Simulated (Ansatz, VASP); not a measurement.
# One calculation of ZnSe, two programs

Contents of INCAR:

```
SYSTEM = ZnSe
PREC     = Accurate       ! precision mode
ENCUT    = 520            ! plane-wave cutoff, eV
EDIFF    = 1E-6           ! SCF threshold, eV
ISMEAR   = 0              ! smearing method
SIGMA    = 0.027000000000000003 ! smearing width, eV
LREAL    = .False.        ! projectors in reciprocal space
LASPH    = .True.         ! aspherical terms in the spheres
NELM     = 80             ! most SCF steps
ALGO     = Normal         ! electronic algorithm
ISIF     = 2              ! what is computed and relaxed
LWAVE    = .False.        ! write WAVECAR
LCHARG   = .True.         ! write CHGCAR
GGA      = PE             ! functional
LELF     = .True.         ! ELF
LVHAR    = .True.       
NBANDS   = 16             ! bands
```

Contents of KPOINTS:

```
regular mesh
0
Gamma
  8 8 8
  0 0 0
```

POSCAR

```
ZnSe
1.0
    0.0000000000      2.8338000000      2.8338000000
    2.8338000000      0.0000000000      2.8338000000
    2.8338000000      2.8338000000      0.0000000000
Se Zn
1 1
Direct
    0.7500000000      0.7500000000      0.7500000000
    0.0000000000      0.0000000000      0.0000000000
```

The input input.yaml:

```yaml
crystal:
  lattice:
    - [0.0, 2.8338, 2.8338]
    - [2.8338, 0.0, 2.8338]
    - [2.8338, 2.8338, 0.0]
  atoms:
    - { symbol: Se, position: [0.75, 0.75, 0.75] }
    - { symbol: Zn, position: [0.0, 0.0, 0.0] }
kpoints:
  mp_grid: { grid: [8, 8, 8] }
scf:
  occupations: { method: gaussian, width: 0.027 }
hamiltonian:
  xc: pbe
  pseudopotentials: { kind: all_electron, lapw: { basis_error: 0.001 } }
output:
  forces: true
  stress: true
  eigenvalues: true
```

Alike in both runs: task single point; functional PBE; k mesh 8 × 8 × 8; occupations gaussian, width 0.027 eV; no spin polarisation.

```csv
,VASP,Ansatz
version,VASP 6.6.1,Ansatz 0.2.0
potentials or method,"VASP PAW PBE potentials, release 64 (Se, Zn), cutoff 520 eV","all-electron LAPW, scalar-relativistic"
```

VASP gave:

```
gap on the k mesh at the Fermi level (eV) : 1.29
least direct gap on the mesh (eV)         : 1.29
pressure (GPa)                            : 2.3
```

**Question.** Estimate Ansatz's values.

**Answer.** gap on the k mesh at the Fermi level (eV): 1.29; least direct gap on the mesh (eV): 1.29; pressure (GPa): 2.1.

Ansatz ran all-electron here, and VASP with PAW potentials.
